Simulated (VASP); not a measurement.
# SnO2 (P-3m1) in VASP: notebook

Runs on SnO2. Level: PBE+D3(BJ). Tasks: single point.

Program: VASP 6.6.1. These are calculated values, not measurements. Logs are shortened: lines on timing, memory, paths and dates and some standing lists are left out, and cuts for length are marked.

## Step 1: The cell of the first run

The structure is trigonal, space group P-3m1 (No. 164). The conventional cell has a = 3.185 Å, b = 3.185 Å, c = 4.122 Å, α = 90.00°, β = 90.00°, γ = 120.00°. Sn (site symmetry -3m) has 6 O at 2.10 Å within 2.8 Å. O (site symmetry 3m) has 3 Sn at 2.10 Å and 3 O at 2.72 Å within 2.8 Å.

## Step 2: Single point, PBE+D3(BJ) (volume scaled by 0.88, then relaxed in part)

File INCAR:

```
SYSTEM = SnO2
PREC     = Accurate       ! precision mode
ENCUT    = 520            ! plane-wave cutoff, eV
EDIFF    = 1E-7           ! SCF threshold, eV
ISMEAR   = 0              ! smearing method
SIGMA    = 0.02           ! smearing width, eV
LREAL    = .FALSE.        ! projectors in reciprocal space
LASPH    = .TRUE.         ! aspherical terms in the spheres
NELM     = 100            ! most SCF steps
ALGO     = Normal         ! electronic algorithm
ISIF     = 2              ! what is computed and relaxed
LWAVE    = .FALSE.        ! write WAVECAR
LCHARG   = .FALSE.        ! write CHGCAR
GGA      = PE             ! functional
IVDW     = 12             ! dispersion correction
NBANDS   = 20             ! bands
```

File KPOINTS:

```
Automatic mesh
0
G
  12 12 6
  0 0 0
```

File POSCAR:

```
SnO2
1.0
    3.1854257655      0.0000000000      0.0000000000
   -1.5927128828      2.7586596348      0.0000000000
    0.0000000000      0.0000000000      4.1219368637
Sn O
1 2
Direct
    0.0000000000      0.0000000000      0.5000000000
    0.3333333333      0.6666666667      0.7434218251
    0.6666666667      0.3333333333      0.2565781749
```

Potentials or basis: VASP PAW PBE potentials, release 64 (Sn_d, O).

Command:

```bash
$ cat potpaw_PBE.64/Sn_d/POTCAR potpaw_PBE.64/O/POTCAR > POTCAR
$ mpirun -np 1 vasp_std > vasp.out
```

OUTCAR:

```text
SYSTEM = SnO2
   PREC = Accurate
   ENCUT = 520
   EDIFF = 1E-7
   ISMEAR = 0
   LREAL = .FALSE.
   LASPH = .TRUE.
   NELM = 100
   ISIF = 2
   GGA = PE
   IVDW = 12
 IVDW          = 12

 ion  position               nearest neighbor table
   1  0.000  0.000  0.500-   2 2.10   3 2.10   3 2.10   2 2.10   3 2.10   2 2.10
   2  0.333  0.667  0.743-   1 2.10   1 2.10   1 2.10
   3  0.667  0.333  0.257-   1 2.10   1 2.10   1 2.10

  LATTYP: Found a hexagonal cell.
 ALAT       =     3.1854257655
 C/A-ratio  =     1.2939987202

  Lattice vectors:

 A1 = (   3.1854257655,   0.0000000000,   0.0000000000)
 A2 = (  -1.5927128828,   2.7586596348,   0.0000000000)
 A3 = (   0.0000000000,   0.0000000000,   4.1219368637)

Analysis of symmetry for initial positions (statically):
=====================================================================
 Subroutine PRICEL returns:
 Original cell was already a primitive cell.

 Routine SETGRP: Setting up the symmetry group for a
 hexagonal supercell.

 Subroutine GETGRP returns: Found 12 space group operations
 (whereof 12 operations were pure point group operations)
 out of a pool of 24 trial point group operations.

The static configuration has the point symmetry D_3d.

Analysis of symmetry for dynamics (positions and initial velocities):
=====================================================================
 Subroutine PRICEL returns:
 Original cell was already a primitive cell.

 Routine SETGRP: Setting up the symmetry group for a
 hexagonal supercell.

 Subroutine GETGRP returns: Found 12 space group operations
 (whereof 12 operations were pure point group operations)
 out of a pool of 24 trial point group operations.

The dynamic configuration has the point symmetry D_3d.

 Subroutine INISYM returns: Found 12 space group operations
 (whereof 12 operations are pure point group operations),
 and found     1 'primitive' translations

----------------------------------------------------------------------------------------

                                     Primitive cell

  volume of cell :      36.2215

  direct lattice vectors                    reciprocal lattice vectors
     3.185425765  0.000000000  0.000000000     0.313929777  0.181247441  0.000000000
    -1.592712883  2.758659635  0.000000000     0.000000000  0.362494882  0.000000000
     0.000000000  0.000000000  4.121936864     0.000000000  0.000000000  0.242604395

  length of vectors
     3.185425765  3.185425766  4.121936864     0.362494882  0.362494882  0.242604395

  position of ions in fractional coordinates (direct lattice)
     0.000000000  0.000000000  0.500000000
     0.333333333  0.666666667  0.743421825
     0.666666667  0.333333333  0.256578175

  ion indices of the primitive-cell ions
   primitive index   ion index
                 1           1
                 2           2
                 3           3

----------------------------------------------------------------------------------------

 KPOINTS: Automatic mesh

Automatic generation of k-mesh.
 Grid dimensions read from file:
 generate k-points for:   12   12    6

 Generating k-lattice:

  Cartesian coordinates                     Fractional coordinates (reciprocal lattice)
     0.026160815  0.015103953  0.000000000     0.083333333  0.000000000  0.000000000
     0.000000000  0.030207907  0.000000000     0.000000000  0.083333333  0.000000000
     0.000000000  0.000000000  0.040434066     0.000000000  0.000000000  0.166666667

  Length of vectors
     0.030207907  0.030207907  0.040434066

  Shift w.r.t. Gamma in fractional coordinates (k-lattice)
     0.000000000  0.000000000  0.000000000

 Subroutine IBZKPT returns following result:
 ===========================================

 Found    100 irreducible k-points:

 Following reciprocal coordinates:
            Coordinates               Weight
  0.000000  0.000000  0.000000      1.000000
  0.083333  0.000000  0.000000      6.000000
  0.166667  0.000000  0.000000      6.000000
  0.250000  0.000000  0.000000      6.000000
  0.333333 -0.000000  0.000000      6.000000
  0.416667  0.000000  0.000000      6.000000
[... 16 lines left out ...]
  0.166667  0.000000  0.166667      6.000000
  0.000000  0.166667  0.166667      6.000000
 [... further k-points ...]
   k-points           NKPTS =    100   k-points in BZ     NKDIM =    100   number of bands    NBANDS=     20
   number of dos      NEDOS =    301   number of ions     NIONS =      3
   total plane-waves  NPLWV =  18432
   dimension x,y,z NGX =    24 NGY =   24 NGZ =   32
   dimension x,y,z NGXF=    48 NGYF=   48 NGZF=   64
   ions per type =               1   2
   NGX,Y,Z   is equivalent  to a cutoff of  12.53, 12.53, 12.91 a.u.
   NGXF,Y,Z  is equivalent  to a cutoff of  25.05, 25.05, 25.81 a.u.
 SYSTEM =  SnO2
   PREC   = accura    normal or accurate (medium, high low for compatibility)
   ISTART =      0    job   : 0-new  1-cont  2-samecut
   ICHARG =      2    charge: 1-file 2-atom 10-const
   ISPIN  =      1    spin polarized calculation?
   LNONCOLLINEAR =      F non collinear calculations
   LSORBIT =      F    spin-orbit coupling
   LASPH  =      T    aspherical Exc in radial PAW
   ENCUT  =  520.0 eV  38.22 Ry    6.18 a.u.   5.92  5.92  7.66*2*pi/ulx,y,z
   NELM   =    100;   NELMIN=  2; NELMDL= -5     # of ELM steps
   EDIFF  = 0.1E-06   stopping-criterion for ELM
   LREAL  =      F    real-space projection
   EDIFFG = 0.1E-05   stopping-criterion for IOM
   NSW    =      0    number of steps for IOM
   IBRION =     -1    ionic relax: 0-MD 1-quasi-New 2-CG
   NFREE  =      0    steps in history (QN), initial steepest desc. (CG)
   ISIF   =      2    stress and relaxation
   ISYM   =      2    0-nonsym 1-usesym 2-fastsym
   POTIM  = 0.5000    time-step for ionic-motion
   TEBEG  =    0.0;   TEEND  =   0.0 temperature during run
   PSTRESS=    0.0 pullay stress
   NELECT =      26.0000    total number of electrons
   NUPDOWN=      -1.0000    fix difference up-down
   EMIN   =  10.00;   EMAX   =-10.00  energy-range for DOS
   EFERMI =   0.00;   METHOD = LEGACY
   ISMEAR =     0;   SIGMA  =   0.02  broadening in eV -4-tet -1-fermi 0-gaus
   EFERMI_NEDOS =   21; number of points for ismear=-14 and -15
   IALGO  =     38    algorithm
   IMIX   =      4    mixing-type and parameters
     AMIX     =   0.40;   BMIX     =  1.00
     AMIX_MAG =   1.60;   BMIX_MAG =  1.00
  volume/ion in A,a.u.               =      12.07        81.48
  Fermi-wavevector in a.u.,A,eV,Ry     =   1.465808  2.769975 29.233367  2.148592
  Thomas-Fermi vector in A             =   2.581620
   LORBIT       =      0    0 simple, 1 ext, 2 COOP (PROOUT), +10 PAW based schemes
   GGA     = PE    functional components
   LHFCALC =     F    Hartree Fock is set to
   AEXX    =    0.0000 exact exchange contribution
   IVDW    =    12    specifies the selected vdW correction
   LEPSILON=     F    determine dielectric tensor
   LRPA    =     F    only Hartree local field effects (RPA)
 non-spin polarized calculation
 Gauss-broadening in eV      SIGMA  =   0.02
  energy-cutoff  :      520.00
  volume of cell :       36.22
 maximum number of plane-waves:       988
   NGX = 11   NGY = 11   NGZ = 15

 number of electron      25.9999992 magnetization

 Free energy of the ion-electron system (eV)
  ---------------------------------------------------
  ext. energy  EPLUGINS =         0.00000000
  ---------------------------------------------------
  free energy    TOTEN  =       -17.95541487 eV

  energy without entropy =      -17.95541487  energy(sigma->0) =      -17.95541487

 E-fermi :   6.1165     XC(G=0): -11.2069

 val. band max:        5.9568625397   @ k =   0.0000   0.0000   0.0000
 cond. band min:       7.4546578124   @ k =   0.0000   0.0000   0.0000
 fundamental gap:      1.4977952727
 Fermi energy:         6.1165498065

 k-point     1 :       0.0000    0.0000    0.0000
  band No.  band energies     occupation
      1     -14.5271      2.00000
      2     -14.2310      2.00000
      3     -14.2310      2.00000
      4     -14.0128      2.00000
      5     -14.0128      2.00000
      6     -12.7940      2.00000
[... 12 lines left out ...]
     19      23.3606      0.00000
     20      23.6030      0.00000

 k-point     2 :       0.0833    0.0000    0.0000
  band No.  band energies     occupation
      1     -14.4925      2.00000
      2     -14.2936      2.00000
      3     -14.2142      2.00000
      4     -14.0300      2.00000
      5     -14.0133      2.00000
      6     -12.7466      2.00000
[... 12 lines left out ...]
     19      21.9943      0.00000
     20      24.0027      0.00000

 k-point     3 :       0.1667    0.0000    0.0000
  band No.  band energies     occupation
      1     -14.5179      2.00000
      2     -14.3502      2.00000
      3     -14.1728      2.00000
      4     -14.0591      2.00000
      5     -14.0098      2.00000
      6     -12.5942      2.00000
[... 12 lines left out ...]
     19      20.4275      0.00000
     20      23.9555      0.00000

 k-point     4 :       0.2500    0.0000    0.0000
  band No.  band energies     occupation
      1     -14.7353      2.00000
      2     -14.2460      2.00000
      3     -14.1344      2.00000
      4     -14.0791      2.00000
      5     -13.9855      2.00000
      6     -12.3287      2.00000
[... 12 lines left out ...]
     19      19.2300      0.00000
     20      23.5407      0.00000

 k-point     5 :       0.3333   -0.0000    0.0000
  band No.  band energies     occupation
      1     -14.9403      2.00000
      2     -14.1842      2.00000
      3     -14.1215      2.00000
      4     -14.0588      2.00000
      5     -13.9342      2.00000
      6     -11.9831      2.00000
[... 12 lines left out ...]
     19      18.5500      0.00000
     20      23.0330      0.00000
[... 353 lines left out ...]
      6     -12.6664      2.00000
[... 12 lines left out ...]
     19      22.1605      0.00000
     20      23.7680      0.00000

 k-point    22 :       0.0000    0.0833    0.1667
  band No.  band energies     occupation
      1     -14.4887      2.00000
      2     -14.2947      2.00000
      3     -14.2144      2.00000
      4     -14.0315      2.00000
      5     -14.0139      2.00000
      6     -12.6619      2.00000
[... 12 lines left out ...]
     19      22.3537      0.00000
     20      23.1848      0.00000

 k-point    23 :       0.1667    0.0000    0.1667
  band No.  band energies     occupation
      1     -14.5132      2.00000
      2     -14.3537      2.00000
      3     -14.1726      2.00000
      4     -14.0601      2.00000
      5     -14.0106      2.00000
      6     -12.5250      2.00000
[... 12 lines left out ...]
     19      21.2755      0.00000
     20      24.2806      0.00000

 k-point    24 :       0.0000    0.1667    0.1667
  band No.  band energies     occupation
      1     -14.5274      2.00000
      2     -14.3454      2.00000
      3     -14.1735      2.00000
      4     -14.0611      2.00000
      5     -14.0101      2.00000
      6     -12.4992      2.00000
[... 12 lines left out ...]
     19      21.3013      0.00000
     20      23.0707      0.00000

 [... further k-points ...]

------------------------ aborting loop because EDIFF is reached ----------------------------------------

 Edisp (eV)   -0.65581

 E8    (eV) :    -0.2622

  FORCE on cell =-STRESS in cart. coord.  units (eV):
  Direction    XX          YY          ZZ          XY          YZ          ZX
  --------------------------------------------------------------------------------------
  -------------------------------------------------------------------------------------
  Total       1.91719     1.91719     1.75614    -0.00000     0.00000    -0.00000
  in kB      84.80252    84.80252    77.67895    -0.00000     0.00000    -0.00000
  external pressure =       82.43 kB  Pullay stress =        0.00 kB

 VOLUME and BASIS-vectors are now :
 -----------------------------------------------------------------------------
  energy-cutoff  :      520.00
  volume of cell :       36.22
      direct lattice vectors                 reciprocal lattice vectors
     3.185425765  0.000000000  0.000000000     0.313929777  0.181247441  0.000000000
    -1.592712883  2.758659635  0.000000000     0.000000000  0.362494882  0.000000000
     0.000000000  0.000000000  4.121936864     0.000000000  0.000000000  0.242604395

 POSITION                                       TOTAL-FORCE (eV/Angst)
 -----------------------------------------------------------------------------------
      0.00000      0.00000      2.06097         0.000000      0.000000      0.000000
     -0.00000      1.83911      3.06434        -0.000000      0.000000      0.057453
      1.59271      0.91955      1.05760         0.000000     -0.000000     -0.057453
 -----------------------------------------------------------------------------------
    total drift:                               -0.000000      0.000000      0.000000

  FREE ENERGIE OF THE ION-ELECTRON SYSTEM (eV)
  ---------------------------------------------------
  free  energy   TOTEN  =       -18.6112214797 eV

  energy  without entropy=      -18.6112214797  energy(sigma->0) =      -18.61122148
```

It took 84 s on 1 thread of Intel Xeon 8259CL, shared host; peak memory 0.21 GiB.

What came out:

| Quantity | Value |
| --- | --- |
| Free energy | -18.6112 eV |
| Pressure | 8.2 GPa |
| Largest force | 0.057 eV/Å |
| Band gap on the k mesh | 1.50 eV, direct |
| Dispersion energy per atom | -0.219 eV |

Forces in eV/Å, atoms in the order of the input:
```
Sn   0.000  0.000  0.000
O    0.000  0.000  0.057
O    0.000  0.000 -0.057
```

Caveat: spin-orbit coupling is left out, which moves the levels of the heavy elements.

[end of part 1 of 2]
